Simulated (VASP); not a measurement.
# Ir (Fd-3m) in VASP: notebook

Ir is run at these levels: PBE; tasks: single point.

Everything below comes from runs of VASP 6.6.1. Logs are shortened: lines on timing, memory, paths and dates and some standing lists are left out, and cuts for length are marked.

### Step 1. The cell of the first run

Symmetry: Fd-3m, No. 227, cubic system. The conventional cell has a = 5.496 Å, b = 5.496 Å, c = 5.496 Å, α = 90.00°, β = 90.00°, γ = 90.00°. Ir (site symmetry -43m) has 4 Ir at 2.38 Å within 3.1 Å.

This isn't the form of Ir at room conditions, which is fcc.

### Step 2. Single point, PBE

Contents of INCAR:

```
SYSTEM = Ir
ALGO     = Normal         ! electronic algorithm
EDIFF    = 1E-6           ! SCF threshold, eV
ENCUT    = 520            ! plane-wave cutoff, eV
GGA      = PE             ! functional
ISIF     = 2              ! what is computed and relaxed
ISMEAR   = -1             ! smearing method
LASPH    = .TRUE.         ! aspherical terms in the spheres
LCHARG   = .TRUE.         ! write CHGCAR
LELF     = .TRUE.         ! ELF
LREAL    = .FALSE.        ! projectors in reciprocal space
LVHAR    = .TRUE.       
LWAVE    = .FALSE.        ! write WAVECAR
NBANDS   = 16             ! bands
NELM     = 60             ! most SCF steps
PREC     = Accurate       ! precision mode
SIGMA    = 0.06122561905347299 ! smearing width, eV
```

Contents of KPOINTS:

```
k-points
0
G
  17 17 17
  0 0 0
```

Contents of POSCAR:

```
Ir
1.0
    0.0000000000      2.7478622637      2.7478622637
    2.7478622637      0.0000000000      2.7478622637
    2.7478622637      2.7478622637      0.0000000000
Ir
2
Direct
    0.0000000000      0.0000000000      0.0000000000
    0.2500000000      0.2500000000      0.2500000000
```

Potentials or basis: VASP PAW PBE potentials, release 64 (Ir).

Command:

```sh
$ cat potpaw_PBE.64/Ir/POTCAR > POTCAR
$ mpirun -np 1 vasp_std > vasp.out
```

OUTCAR:

```text
SYSTEM = Ir
   EDIFF = 1E-6
   ENCUT = 520
   GGA = PE
   ISIF = 2
   ISMEAR = -1
   LASPH = .TRUE.
   LREAL = .FALSE.
   NELM = 60
   PREC = Accurate

 ion  position               nearest neighbor table
   1  0.000  0.000  0.000-   2 2.38   2 2.38   2 2.38   2 2.38
   2  0.250  0.250  0.250-   1 2.38   1 2.38   1 2.38   1 2.38

  LATTYP: Found a face centered cubic cell.
 ALAT       =     5.4957245274

  Lattice vectors:

 A1 = (   0.0000000000,   2.7478622637,   2.7478622637)
 A2 = (   2.7478622637,   0.0000000000,   2.7478622637)
 A3 = (   2.7478622637,   2.7478622637,   0.0000000000)

Analysis of symmetry for initial positions (statically):
=====================================================================
 Subroutine PRICEL returns:
 Original cell was already a primitive cell.

 Routine SETGRP: Setting up the symmetry group for a
 face centered cubic supercell.

 Subroutine GETGRP returns: Found 48 space group operations
 (whereof 24 operations were pure point group operations)
 out of a pool of 48 trial point group operations.

The static configuration has the point symmetry T_d .
 The point group associated with its full space group is O_h .

Analysis of symmetry for dynamics (positions and initial velocities):
=====================================================================
 Subroutine PRICEL returns:
 Original cell was already a primitive cell.

 Routine SETGRP: Setting up the symmetry group for a
 face centered cubic supercell.

 Subroutine GETGRP returns: Found 48 space group operations
 (whereof 24 operations were pure point group operations)
 out of a pool of 48 trial point group operations.

The dynamic configuration has the point symmetry T_d .
 The point group associated with its full space group is O_h .

 Subroutine INISYM returns: Found 48 space group operations
 (whereof 24 operations are pure point group operations),
 and found     1 'primitive' translations

----------------------------------------------------------------------------------------

                                     Primitive cell

  volume of cell :      41.4968

  direct lattice vectors                    reciprocal lattice vectors
     0.000000000  2.747862264  2.747862264    -0.181959630  0.181959630  0.181959630
     2.747862264  0.000000000  2.747862264     0.181959630 -0.181959630  0.181959630
     2.747862264  2.747862264  0.000000000     0.181959630  0.181959630 -0.181959630

  length of vectors
[... 82 lines left out ...]
   EDIFF  = 0.1E-05   stopping-criterion for ELM
   LREAL  =      F    real-space projection
   EDIFFG = 0.1E-04   stopping-criterion for IOM
   NSW    =      0    number of steps for IOM
   IBRION =     -1    ionic relax: 0-MD 1-quasi-New 2-CG
   NFREE  =      0    steps in history (QN), initial steepest desc. (CG)
   ISIF   =      2    stress and relaxation
   ISYM   =      2    0-nonsym 1-usesym 2-fastsym
   POTIM  = 0.5000    time-step for ionic-motion
   TEBEG  =    0.0;   TEEND  =   0.0 temperature during run
   PSTRESS=    0.0 pullay stress
   NELECT =      18.0000    total number of electrons
   NUPDOWN=      -1.0000    fix difference up-down
   EMIN   =  10.00;   EMAX   =-10.00  energy-range for DOS
   EFERMI =   0.00;   METHOD = LEGACY
   ISMEAR =    -1;   SIGMA  =   0.06  broadening in eV -4-tet -1-fermi 0-gaus
   EFERMI_NEDOS =   21; number of points for ismear=-14 and -15
   IALGO  =     38    algorithm
   IMIX   =      4    mixing-type and parameters
     AMIX     =   0.40;   BMIX     =  1.00
     AMIX_MAG =   1.60;   BMIX_MAG =  1.00
  volume/ion in A,a.u.               =      20.75       140.02
  Fermi-wavevector in a.u.,A,eV,Ry     =   1.239255  2.341853 20.895190  1.535753
  Thomas-Fermi vector in A             =   2.373746
   LORBIT       =      0    0 simple, 1 ext, 2 COOP (PROOUT), +10 PAW based schemes
   GGA     = PE    functional components
   LHFCALC =     F    Hartree Fock is set to
   AEXX    =    0.0000 exact exchange contribution
   IVDW    =     0    specifies the selected vdW correction
   LEPSILON=     F    determine dielectric tensor
   LRPA    =     F    only Hartree local field effects (RPA)
 non-spin polarized calculation
  energy-cutoff  :      520.00
  volume of cell :       41.50
 maximum number of plane-waves:      1139
 NGX is ok and might be reduce to    30
   NGX = 15   NGY = 15   NGZ = 15

 number of electron      18.0000002 magnetization

 Free energy of the ion-electron system (eV)
  ---------------------------------------------------
  ext. energy  EPLUGINS =         0.00000000
  ---------------------------------------------------
  free energy    TOTEN  =       -15.68241434 eV

  energy without entropy =      -15.65721014  energy(sigma->0) =      -15.66981224

 E-fermi :   5.6562     XC(G=0): -11.3723

 val. band max:        5.6502119248   @ k =   0.4706   0.2941   0.0588
 cond. band min:       5.6563955184   @ k =  -0.3529   0.1176   0.0000
 fundamental gap:      0.0061835936
 Fermi energy:         5.6561707693

 k-point     1 :       0.0000    0.0000    0.0000
  band No.  band energies     occupation
      1      -2.5991      2.00000
      2       0.3493      2.00000
      3       0.3493      2.00000
      4       0.8013      2.00000
      5       0.8013      2.00000
      6       0.8013      2.00000
[... 433 lines left out ...]
      3       0.2937      2.00000
      4       0.7658      2.00000
      5       0.9796      2.00000
      6       1.2235      2.00000
[... 8 lines left out ...]
     15      17.7470      0.00000
     16      18.0766      0.00000

 [... further k-points ...]

------------------------ aborting loop because EDIFF is reached ----------------------------------------

  FORCE on cell =-STRESS in cart. coord.  units (eV):
  Direction    XX          YY          ZZ          XY          YZ          ZX
  --------------------------------------------------------------------------------------
  -------------------------------------------------------------------------------------
  Total        1.9206686      1.9206686      1.9206686      0.0000000      0.0000000      0.0000000
  in kB       74.1563144     74.1563144     74.1563144      0.0000000      0.0000000      0.0000000
  external PRESSURE =      74.1563144 kB  Pullay stress =       0.0000000 kB

 VOLUME and BASIS-vectors are now :
 -----------------------------------------------------------------------------
  energy-cutoff  :      520.00
  volume of cell :       41.50
      direct lattice vectors                 reciprocal lattice vectors
     0.000000000  2.747862264  2.747862264    -0.181959630  0.181959630  0.181959630
     2.747862264  0.000000000  2.747862264     0.181959630 -0.181959630  0.181959630
     2.747862264  2.747862264  0.000000000     0.181959630  0.181959630 -0.181959630

 POSITION                                       TOTAL-FORCE (eV/Angst)
 -----------------------------------------------------------------------------------
      0.00000      0.00000      0.00000         0.000000      0.000000      0.000000
      1.37393      1.37393      1.37393        -0.000000     -0.000000     -0.000000
 -----------------------------------------------------------------------------------
    total drift:                                0.000000     -0.000000      0.000000

  FREE ENERGIE OF THE ION-ELECTRON SYSTEM (eV)
  ---------------------------------------------------
  free  energy   TOTEN  =       -15.6824143429 eV

  energy  without entropy=      -15.6572101439  energy(sigma->0) =      -15.66981224
```

OSZICAR:

```text
N       E                     dE             d eps       ncg     rms          rms(c)
DAV:   1     0.142291595550E+03    0.14229E+03   -0.80293E+03  5288   0.105E+03
DAV:   2    -0.119243016644E+02   -0.15422E+03   -0.13556E+03  5288   0.287E+02
DAV:   3    -0.165599677087E+02   -0.46357E+01   -0.45638E+01  6960   0.591E+01
DAV:   4    -0.166091652911E+02   -0.49198E-01   -0.49188E-01  5976   0.564E+00
DAV:   5    -0.166104715072E+02   -0.13062E-02   -0.13062E-02  7392   0.940E-01    0.156E+01
DAV:   6    -0.158094928211E+02    0.80098E+00   -0.14075E+00  7104   0.135E+01    0.628E+00
DAV:   7    -0.156992442201E+02    0.11025E+00   -0.19527E-01  7608   0.444E+00    0.216E+00
DAV:   8    -0.156826296137E+02    0.16615E-01   -0.20051E-02  6104   0.117E+00    0.296E-01
DAV:   9    -0.156823734488E+02    0.25616E-03   -0.69111E-04  6392   0.211E-01    0.382E-02
DAV:  10    -0.156824152591E+02   -0.41810E-04   -0.42223E-05  6848   0.496E-02    0.528E-03
DAV:  11    -0.156824143429E+02    0.91623E-06   -0.26886E-06  6616   0.168E-02
   1 F= -.15682414E+02 E0= -.15669812E+02  d E =-.252042E-01
```

stdout:

```text
POSCAR found type information on POSCAR Ir
 POSCAR found :  1 types and       2 ions
 scaLAPACK will be used
 LDA part: xc-table for (Slater+PW92), standard interpolation
 POSCAR, INCAR and KPOINTS ok, starting setup
 FFT: planning ... GRIDC
 FFT: planning ... GRID_SOFT
 FFT: planning ... GRID
 WAVECAR not read
 entering main loop
```

Run time: 2.2 min. Hardware: 1 thread of Intel Xeon 8259CL, shared host; peak memory 0.24 GiB.

What came out:

| Item | Value |
| --- | --- |
| Free energy | -15.6824 eV |
| Pressure | 7.4 GPa |
| Band gap on the k mesh | zero (bands 9 and 10 overlap by 1.70 eV) |

Caveat: the cell stands under pressure; spin-orbit coupling is left out, which moves the levels of the heavy elements.

### Step 3. Single point, PBE

Contents of INCAR:

```
ALGO = Normal ; EDIFF = 1E-6
ENCUT = 520 ; GGA = PE
ISIF = 2 ; ISMEAR = -1
LASPH = True ; LCHARG = True
LELF = True ; LREAL = False
LVHAR = True ; LWAVE = False
NBANDS = 16 ; NELM = 100
PREC = Accurate ; SIGMA = 0.06122561905347299
```

Contents of KPOINTS:

```
k-points
0
Gamma
  17 17 17
```

POSCAR is that of step 2.

Potentials or basis: VASP PAW PBE potentials, release 64 (Ir).

Command:

```sh
$ cat potpaw_PBE.64/Ir/POTCAR > POTCAR
$ mpirun -np 1 vasp_std > vasp.out
```

Run time: 3 min. Hardware: 1 thread of Intel Xeon 8259CL, shared host; peak memory 0.24 GiB.

The run converged. Its results:

| Quantity | Value |
| --- | --- |
| Free energy | -15.6824 eV |
| Pressure | 7.4 GPa |
| Band gap on the k mesh | zero (bands 9 and 10 overlap by 1.70 eV) |

Levels at points of the mesh, in eV from the Fermi level:
| k point | band 5 | band 6 | band 7 | band 8 | band 9 | band 10 | band 11 | band 12 | band 13 | band 14 |
| --- | --- | --- | --- | --- | --- | --- | --- | --- | --- | --- |
| (0.00, 0.00, 0.00) | -4.85 | -4.85 | -1.83 | -1.83 | -1.83 | 0.86 | 0.86 | 11.02 | 11.09 | 12.61 |

Caveat: the cell stands under pressure; spin-orbit coupling is left out, which moves the levels of the heavy elements.
